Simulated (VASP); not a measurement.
# BN (gw) (I-4m2) in VASP: notebook

The runs below take BN (gw) through G0W0 quasiparticle levels, with PBEsol.

Everything below comes from runs of VASP 6.6.1. Logs are shortened: lines on timing, memory, paths and dates and some standing lists are left out, and cuts for length are marked.

### Step 1. The cell of the first run

It takes space group I-4m2 (No. 119, tetragonal). The conventional cell has a = 2.575 Å, b = 2.575 Å, c = 3.589 Å, α = 90.00°, β = 90.00°, γ = 90.00°. Within 2.1 Å of B (site symmetry -4m2) lie 4 N at 1.57 Å. N (site symmetry -4m2) has 4 B at 1.57 Å within 2.1 Å.

### Step 2. G0W0 quasiparticle levels, PBEsol

Contents of POSCAR:

```
BN
1.0
    0.0000000000      1.8205739732      1.7942777947
    1.8205739732      0.0000000000      1.7942777947
    1.8205739732      1.8205739732      0.0000000000
B N
1 1
Direct
    0.0000000000      0.0000000000      0.0000000000
    0.2500000000      0.2500000000      0.2500000000
```

Contents of INCAR.step1:

```
SYSTEM = BN
ALGO = Normal ; EDIFF = 1E-8
ENCUT = 500 ; GGA = PS
ISMEAR = 0 ; LASPH = .True.
LCHARG = .False. ; LREAL = .False.
LWAVE = .True. ; NELM = 60
PREC = Accurate ; SIGMA = 0.01
```

Contents of INCAR.step2:

```
SYSTEM = BN
ALGO = Exact ; EDIFF = 1E-8
ENCUT = 500 ; GGA = PS
ISMEAR = 0 ; ISTART = 1
LASPH = .True. ; LCHARG = .False.
LOPTICS = .True. ; LREAL = .False.
LWAVE = .True. ; NBANDS = 69
NELM = 1 ; PREC = Accurate
SIGMA = 0.01
```

Contents of INCAR.step3:

```
SYSTEM = BN
ALGO = EVGW0 ; EDIFF = 1E-8
ENCUT = 500 ; ENCUTGW = 180.0
GGA = PS ; ISMEAR = 0
ISTART = 1 ; LASPH = .True.
LCHARG = .False. ; LREAL = .False.
LWAVE = .False. ; NBANDS = 69
NBANDSGW = 12 ; NELMGW = 1
NOMEGA = 48 ; PREC = Accurate
PRECFOCK = Fast ; SIGMA = 0.01
```

Contents of KPOINTS:

```
k-points
0
Gamma
  6 6 6
  0 0 0
```

Potentials or basis: VASP PAW PBE potentials, release 64 (B_GW, N_GW).

On the command line:

```
$ cat potpaw_PBE.64/B_GW/POTCAR potpaw_PBE.64/N_GW/POTCAR > POTCAR
$ cp INCAR.step1 INCAR
$ mpirun -np 1 vasp_std > vasp.out
$ cp INCAR.step2 INCAR
$ mpirun -np 1 vasp_std > vasp.out
$ cp INCAR.step3 INCAR
$ mpirun -np 1 vasp_std > vasp.out
```

OUTCAR:

```text
SYSTEM = BN
   EDIFF = 1E-8
   ENCUT = 500
   ENCUTGW = 180.0
   GGA = PS
   ISMEAR = 0
   ISTART = 1
   LASPH = .True.
   LREAL = .False.
   NELMGW = 1
   PREC = Accurate
   PRECFOCK = Fast

 ion  position               nearest neighbor table
   1  0.000  0.000  0.000-   2 1.57   2 1.57   2 1.57   2 1.57
   2  0.250  0.250  0.250-   1 1.57   1 1.57   1 1.57   1 1.57

  LATTYP: Found a body centered tetragonal cell.
 ALAT       =     2.5746804042
 C/A-ratio  =     1.3937868108

  Lattice vectors:

 A1 = (   0.0000000000,  -1.8205739732,  -1.7942777947)
 A2 = (   0.0000000000,   1.8205739732,  -1.7942777947)
 A3 = (   1.8205739732,   0.0000000000,   1.7942777947)

Analysis of symmetry for initial positions (statically):
=====================================================================
 Subroutine PRICEL returns:
 Original cell was already a primitive cell.

 Routine SETGRP: Setting up the symmetry group for a
 body centered tetragonal supercell.

 Subroutine GETGRP returns: Found  8 space group operations
 (whereof  8 operations were pure point group operations)
 out of a pool of 16 trial point group operations.

The static configuration has the point symmetry D_2d.

Analysis of symmetry for dynamics (positions and initial velocities):
=====================================================================
 Subroutine PRICEL returns:
 Original cell was already a primitive cell.

 Routine SETGRP: Setting up the symmetry group for a
 body centered tetragonal supercell.

 Subroutine GETGRP returns: Found  8 space group operations
 (whereof  8 operations were pure point group operations)
 out of a pool of 16 trial point group operations.

The dynamic configuration has the point symmetry D_2d.

 Subroutine INISYM returns: Found  8 space group operations
 (whereof  8 operations are pure point group operations),
 and found     1 'primitive' translations

----------------------------------------------------------------------------------------

                                     Primitive cell

  volume of cell :      11.8942

  direct lattice vectors                    reciprocal lattice vectors
     0.000000000  1.820573973  1.794277795    -0.274638662  0.274638662  0.278663650
     1.820573973  0.000000000  1.794277795     0.274638662 -0.274638662  0.278663650
     1.820573973  1.820573973  0.000000000     0.274638662  0.274638662 -0.278663650

  length of vectors
     2.556153829  2.556153829  2.574680404     0.478023241  0.478023241  0.478023241

  position of ions in fractional coordinates (direct lattice)
     0.000000000  0.000000000  0.000000000
     0.250000000  0.250000000  0.250000000

  ion indices of the primitive-cell ions
   primitive index   ion index
                 1           1
                 2           2

----------------------------------------------------------------------------------------

 KPOINTS: k-points

Automatic generation of k-mesh.
 Grid dimensions read from file:
 generate k-points for:    6    6    6

 Generating k-lattice:

  Cartesian coordinates                     Fractional coordinates (reciprocal lattice)
    -0.045773110  0.045773110  0.046443942     0.166666667  0.000000000  0.000000000
     0.045773110 -0.045773110  0.046443942     0.000000000  0.166666667  0.000000000
     0.045773110  0.045773110 -0.046443942     0.000000000  0.000000000  0.166666667

  Length of vectors
     0.079670540  0.079670540  0.079670540

  Shift w.r.t. Gamma in fractional coordinates (k-lattice)
     0.000000000  0.000000000  0.000000000

 Subroutine IBZKPT returns following result:
 ===========================================

 Found     30 irreducible k-points:

 Following reciprocal coordinates:
            Coordinates               Weight
  0.000000  0.000000  0.000000      1.000000
  0.166667  0.000000  0.000000      8.000000
  0.333333  0.000000  0.000000      8.000000
  0.500000  0.000000  0.000000      4.000000
  0.166667  0.166667  0.000000      2.000000
  0.333333  0.166667  0.000000      8.000000
[... 16 lines left out ...]
  0.333333  0.000000  0.333333      4.000000
  0.500000  0.000000  0.333333     16.000000
 [... further k-points ...]
   k-points           NKPTS =     30   k-points in BZ     NKDIM =    216   number of bands    NBANDS=     69
   number of dos      NEDOS =    301   number of ions     NIONS =      2
   total plane-waves  NPLWV =   8000
   dimension x,y,z NGX =    20 NGY =   20 NGZ =   20
   dimension x,y,z NGXF=    40 NGYF=   40 NGZF=   40
   ions per type =               1   1
   NGX,Y,Z   is equivalent  to a cutoff of  13.01, 13.01, 12.91 a.u.
   NGXF,Y,Z  is equivalent  to a cutoff of  26.02, 26.02, 25.83 a.u.
 SYSTEM =  BN
   PREC   = accura    normal or accurate (medium, high low for compatibility)
   ISTART =      1    job   : 0-new  1-cont  2-samecut
   ICHARG =      0    charge: 1-file 2-atom 10-const
   ISPIN  =      1    spin polarized calculation?
   LNONCOLLINEAR =      F non collinear calculations
   LSORBIT =      F    spin-orbit coupling
   LASPH  =      T    aspherical Exc in radial PAW
   ENCUT  =  500.0 eV  36.75 Ry    6.06 a.u.   4.66  4.66  4.69*2*pi/ulx,y,z
   NELM   =     60;   NELMIN=  2; NELMDL=  0     # of ELM steps
   EDIFF  = 0.1E-07   stopping-criterion for ELM
   LREAL  =      F    real-space projection
   EDIFFG = 0.1E-06   stopping-criterion for IOM
   NSW    =      0    number of steps for IOM
   IBRION =     -1    ionic relax: 0-MD 1-quasi-New 2-CG
   NFREE  =      0    steps in history (QN), initial steepest desc. (CG)
   ISIF   =      0    stress and relaxation
   ISYM   =      3    0-nonsym 1-usesym 2-fastsym
   POTIM  = 0.5000    time-step for ionic-motion
   TEBEG  =    0.0;   TEEND  =   0.0 temperature during run
   PSTRESS=    0.0 pullay stress
   NELECT =       8.0000    total number of electrons
   NUPDOWN=      -1.0000    fix difference up-down
   EMIN   =  10.00;   EMAX   =-10.00  energy-range for DOS
   EFERMI =   0.00;   METHOD = LEGACY
   ISMEAR =     0;   SIGMA  =   0.01  broadening in eV -4-tet -1-fermi 0-gaus
   EFERMI_NEDOS =   21; number of points for ismear=-14 and -15
   IALGO  =     38    algorithm
   IMIX   =      4    mixing-type and parameters
     AMIX     =   0.40;   BMIX     =  1.00
     AMIX_MAG =   1.60;   BMIX_MAG =  1.00
  volume/ion in A,a.u.               =       5.95        40.13
  Fermi-wavevector in a.u.,A,eV,Ry     =   1.434364  2.710555 27.992628  2.057400
  Thomas-Fermi vector in A             =   2.553781
   LORBIT       =      0    0 simple, 1 ext, 2 COOP (PROOUT), +10 PAW based schemes
   GGA     = PS    functional components
   LHFCALC =     T    Hartree Fock is set to
   PRECFOCK=fast      Normal, Fast or Accurate (Low or Medium for compatibility)
   ENCUT4O =  -1.0   cutoff for four orbital integrals eV
   NKREDX  =     1    reduce k-point grid by
   NKREDY  =     1    reduce k-point grid by
   NKREDZ  =     1    reduce k-point grid by
   AEXX    =    1.0000 exact exchange contribution
   HFSCREEN=    0.0000 screening length (either q_TF or 0.3 A-1)
   HFSCREENC=   0.0000 screening length for correlation (either q_TF or 0.3 A-1)
   ENCUTFOCK=  -1.0 apply spherical cutoff to Coloumb kernel
   IVDW    =     0    specifies the selected vdW correction
   LEPSILON=     F    determine dielectric tensor
   LRPA    =     F    only Hartree local field effects (RPA)
   LRPAFORCE           =     F    calculate RPA forces
   ENCUTGW             = 180.0    cutoff for response function in eV
   ENCUTGWSOFT         = 144.0    soft cutoff for Coulomb kernel in GW response function in eV
   ENCUTLF             =  -1.0    cutoff for local field effects
   NELMGW              =     1    number of iterations in solving QP/BSE equation
   NELMHF              =     1    number of iterations in the inner HF iteration
   NKREDLFX            =     1    NKREDLFY  =   1   NKREDLFZ  =   1
 non-spin polarized calculation
 Gauss-broadening in eV      SIGMA  =   0.01
  energy-cutoff  :      500.00
  volume of cell :       11.89
 maximum number of plane-waves:       310
 NGX is ok and might be reduce to    20
  NGX = 12; NGY = 12; NGZ = 12
   NGX =  9   NGY =  9   NGZ =  9
 maximum number of plane-waves:        72

 QP shifts <psi_nk| G(iteration)W_0 |psi_nk>: iteration 1
 for sc-GW calculations column KS-energies equals QP-energies in previous step
 and V_xc(KS)=  KS-energies - (<T + V_ion + V_H > + <T+V_H+V_ion>^1  + <V_x>^1)

 k-point   1 :       0.0000    0.0000    0.0000
  band No.  KS-energies  QP-energies   sigma(KS)   V_xc(KS)     V^pw_x(r,r')   Z            occupation Imag(sigma)

      1     -12.8412     -14.8750     -18.0447     -15.4213     -26.3886       0.7752       2.0000       1.4729
      2       7.2900       6.3669     -19.2789     -18.1569     -21.7907       0.8226       2.0000       0.0932
      3       7.2900       6.3669     -19.2789     -18.1569     -21.7907       0.8226       2.0000       0.0932
      4       7.4295       6.5140     -19.2962     -18.1827     -21.8100       0.8223       2.0000       0.0931
      5      15.9999      17.3210     -12.1959     -13.7862      -6.9654       0.8307       0.0000      -0.1078
      6      16.1013      17.4265     -12.2354     -13.8301      -7.0028       0.8310       0.0000      -0.1076
      7      16.1013      17.4265     -12.2354     -13.8301      -7.0028       0.8310       0.0000      -0.1076
      8      17.4891      18.6001     -14.0783     -15.4464      -8.3924       0.8121       0.0000      -0.1319
      9      31.7155      32.3606     -10.8771     -11.6926      -3.3123       0.7912       0.0000      -0.5949
     10      34.5824      35.7791     -11.9261     -13.3579      -5.4578       0.8358       0.0000      -0.5601
     11      35.1092      35.9603     -10.3338     -11.3555      -3.0571       0.8330       0.0000      -0.9545
     12      35.1092      35.9603     -10.3338     -11.3555      -3.0571       0.8330       0.0000      -0.9545

 k-point   2 :       0.1667    0.0000    0.0000
  band No.  KS-energies  QP-energies   sigma(KS)   V_xc(KS)     V^pw_x(r,r')   Z            occupation Imag(sigma)
[... 353 lines left out ...]
      1      -7.8344      -9.5427     -19.0664     -16.7988     -26.4158       0.7534       2.0000       0.7919
      2      -0.8254      -2.4250     -17.6777     -15.6320     -22.1866       0.7819       2.0000       0.2026
      3       1.3898       0.0129     -17.3609     -15.6417     -21.0264       0.8009       2.0000       0.1445
      4       3.0763       1.8171     -17.9977     -16.4370     -21.3705       0.8068       2.0000       0.1239
      5      13.4794      14.4075     -12.1077     -13.2112      -7.3811       0.8412       0.0000      -0.0959
      6      18.4087      19.4970     -12.2071     -13.5183      -6.7745       0.8300       0.0000      -0.1214
      7      23.2730      24.8982     -13.6916     -15.7691      -6.6418       0.7823       0.0000      -0.2404
      8      23.6473      25.2714     -13.7831     -15.8654      -6.6568       0.7800       0.0000      -0.2492
      9      27.0160      28.5362     -14.0332     -15.9946      -6.5730       0.7751       0.0000      -0.3521
     10      33.7113      35.1046     -12.0523     -13.8054      -3.9367       0.7947       0.0000      -0.8520
     11      37.3550      38.5521     -11.5548     -13.0054      -4.2622       0.8252       0.0000      -0.9111
     12      41.6615      42.8023     -10.8905     -12.2728      -3.1707       0.8253       0.0000      -1.1981

 [... further k-points ...]
```

Wall time 4.5 min (1 thread of Intel Xeon 8259CL, shared host); peak memory 0.28 GiB.

What came out:

* Band gap on the k mesh, mean-field level: 4.02 eV, indirect (least direct gap 8.57 eV)
* Quasiparticle gap: 5.74 eV
* Least direct quasiparticle gap: 10.81 eV

Caveat: the k points lie up to 0.50 Å⁻¹ apart; bands, screening cutoff and mesh are small and nothing is extrapolated, so the quasiparticle values aren't converged.

### Step 3. G0W0 quasiparticle levels, PBEsol

POSCAR is that of step 2.

Contents of INCAR.step1:

```
PREC = Accurate
ENCUT = 500
EDIFF = 1E-8
ISMEAR = 0
SIGMA = 0.01
LREAL = F
LASPH = T
NELM = 80
ALGO = Normal
LWAVE = T
LCHARG = F
GGA = PS
```

Contents of INCAR.step2:

```
PREC = Accurate
ENCUT = 500
EDIFF = 1E-8
ISMEAR = 0
SIGMA = 0.01
LREAL = F
LASPH = T
NELM = 1
ALGO = Exact
LWAVE = T
LCHARG = F
GGA = PS
NBANDS = 34
LOPTICS = T
ISTART = 1
```

Contents of INCAR.step3:

```
PREC = Accurate
ENCUT = 500
EDIFF = 1E-8
ISMEAR = 0
SIGMA = 0.01
LREAL = F
LASPH = T
ALGO = EVGW0
LWAVE = F
LCHARG = F
GGA = PS
NELMGW = 1
NBANDS = 34
ENCUTGW = 100.0
NOMEGA = 48
PRECFOCK = Fast
ISTART = 1
NBANDSGW = 12
```

Contents of KPOINTS:

```
regular mesh
0
Gamma
  6 6 6
```

Potentials or basis: VASP PAW PBE potentials, release 64 (B_GW, N_GW).

On the command line:

```
$ cat potpaw_PBE.64/B_GW/POTCAR potpaw_PBE.64/N_GW/POTCAR > POTCAR
$ cp INCAR.step1 INCAR
$ mpirun -np 1 vasp_std > vasp.out
$ cp INCAR.step2 INCAR
$ mpirun -np 1 vasp_std > vasp.out
$ cp INCAR.step3 INCAR
$ mpirun -np 1 vasp_std > vasp.out
```

OUTCAR:

```text
PREC = Accurate
   ENCUT = 500
   EDIFF = 1E-8
   ISMEAR = 0
   LREAL = F
   LASPH = T
   GGA = PS
   NELMGW = 1
   ENCUTGW = 100.0
   PRECFOCK = Fast
   ISTART = 1

 ion  position               nearest neighbor table
   1  0.000  0.000  0.000-   2 1.57   2 1.57   2 1.57   2 1.57
   2  0.250  0.250  0.250-   1 1.57   1 1.57   1 1.57   1 1.57

[... 201 lines left out ...]
      2       7.2900       6.8132     -18.7338     -18.1569     -21.7907       0.8263       2.0000       0.0885
      3       7.2900       6.8132     -18.7338     -18.1569     -21.7907       0.8263       2.0000       0.0885
      4       7.4295       6.9607     -18.7505     -18.1827     -21.8100       0.8258       2.0000       0.0884
      5      15.9999      17.5776     -11.8913     -13.7862      -6.9654       0.8326       0.0000      -0.1120
      6      16.1013      17.6862     -11.9272     -13.8301      -7.0028       0.8329       0.0000      -0.1118
      7      16.1013      17.6862     -11.9272     -13.8301      -7.0028       0.8329       0.0000      -0.1118
      8      17.4891      18.8687     -13.7588     -15.4464      -8.3924       0.8175       0.0000      -0.1357
      9      31.7155      32.5945     -10.5843     -11.6926      -3.3123       0.7932       0.0000      -0.6017
     10      34.5824      36.1508     -11.4849     -13.3579      -5.4578       0.8374       0.0000      -0.5532
     11      35.1092      36.1965     -10.0521     -11.3555      -3.0571       0.8342       0.0000      -0.9637
     12      35.1092      36.1965     -10.0521     -11.3555      -3.0571       0.8342       0.0000      -0.9637
[... 356 lines left out ...]
      1      -7.8344      -9.2384     -18.6591     -16.7988     -26.4158       0.7547       2.0000       0.7731
      2      -0.8254      -2.1291     -17.2957     -15.6320     -22.1866       0.7836       2.0000       0.2104
      3       1.3898       0.3230     -16.9706     -15.6417     -21.0264       0.8027       2.0000       0.1504
      4       3.0763       2.1682     -17.5595     -16.4370     -21.3705       0.8090       2.0000       0.1267
      5      13.4794      14.6086     -11.8718     -13.2112      -7.3811       0.8431       0.0000      -0.0992
      6      18.4087      19.7620     -11.8918     -13.5183      -6.7745       0.8321       0.0000      -0.1237
      7      23.2730      25.2654     -13.2352     -15.7691      -6.6418       0.7863       0.0000      -0.2437
      8      23.6473      25.6450     -13.3178     -15.8654      -6.6568       0.7842       0.0000      -0.2517
      9      27.0160      28.9338     -13.5322     -15.9946      -6.5730       0.7788       0.0000      -0.3489
     10      33.7113      35.4141     -11.6658     -13.8054      -3.9367       0.7958       0.0000      -0.8467
     11      37.3550      38.8785     -11.1617     -13.0054      -4.2622       0.8263       0.0000      -0.9216
     12      41.6615      43.1116     -10.5239     -12.2728      -3.1707       0.8291       0.0000      -1.2251

 [... further k-points ...]
```

OUTCAR.step1:

```text
PREC = Accurate
   ENCUT = 500
   EDIFF = 1E-8
   ISMEAR = 0
   LREAL = F
   LASPH = T
[... 485 lines left out ...]
 -----------------------------------------------------------------------------------
      0.00000      0.00000      0.00000        -0.000000     -0.000000      0.000000
      0.91029      0.91029      0.89714         0.000000      0.000000     -0.000000
 -----------------------------------------------------------------------------------
    total drift:                                0.000001      0.000001     -0.000000

  FREE ENERGIE OF THE ION-ELECTRON SYSTEM (eV)
  ---------------------------------------------------
  free  energy   TOTEN  =       -18.3579843658 eV

  energy  without entropy=      -18.3579843658  energy(sigma->0) =      -18.35798437
```

It took 1.8 min on 1 thread of AMD EPYC 7R13 (Zen 3), shared host; peak memory 0.16 GiB.

Results:

| Quantity | Value |
| --- | --- |
| Band gap on the k mesh, mean-field level | 4.02 eV, indirect (least direct gap 8.57 eV) |
| Quasiparticle gap | 5.46 eV |
| Least direct quasiparticle gap | 10.62 eV |

Levels at points of the mesh, in eV from the valence-band top:
| k point | band 1 | band 2 | band 3 | band 4 | band 5 | band 6 | band 7 | band 8 |
| --- | --- | --- | --- | --- | --- | --- | --- | --- |
| (0.00, 0.00, 0.00) | -20.27 | -0.14 | -0.14 | 0.00 | 8.57 | 8.67 | 8.67 | 10.06 |
| (0.50, 0.00, 0.00) | -16.03 | -10.81 | -2.14 | -1.92 | 9.82 | 10.41 | 10.66 | 14.93 |
| (0.50, 0.50, 0.00) | -14.56 | -8.88 | -5.13 | -5.13 | 4.02 | 8.73 | 17.72 | 17.72 |
| (0.50, 0.00, 0.50) | -14.72 | -9.09 | -4.94 | -4.94 | 4.26 | 9.07 | 17.56 | 17.79 |

Caveat: the k points lie up to 0.50 Å⁻¹ apart; bands, screening cutoff and mesh are small and nothing is extrapolated, so the quasiparticle values aren't converged. A k mesh can miss the band edges.
